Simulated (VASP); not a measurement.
Crystal: Co.

```
CELL_PARAMETERS angstrom
0.00000 3.59210 3.59210
1.79605 0.00000 1.79605
1.79605 1.79605 0.00000
ATOMIC_POSITIONS crystal
Co 0.00000 0.00000 0.00000
Co 0.50000 0.00000 0.00000
```

This isn't the form of Co at room conditions, which is hcp.

Base run:

- Program: VASP 6.6.1
- Functional: PBE
- Potentials or basis: VASP PAW PBE potentials, release 64 (Co)
- Cutoff: 520 eV
- k mesh: 7 × 14 × 14
- Occupations: fermi-dirac, width 0.1 eV
- Spin: collinear spin, ferromagnetic start
- Starting moments: [0.3, 0.3] μB

Its results: pressure -21.9 GPa; net moment 0.00 μB per cell.

Task: The run is repeated on the same cell with these changes: moments at the start from [0.3, 0.3] to [1.97, 1.97]. What comes out?

Result: Pressure -10.8 GPa; net moment 3.40 μB per cell; site moments Co +1.73 μB.

Caveats: the cell stands under tension.
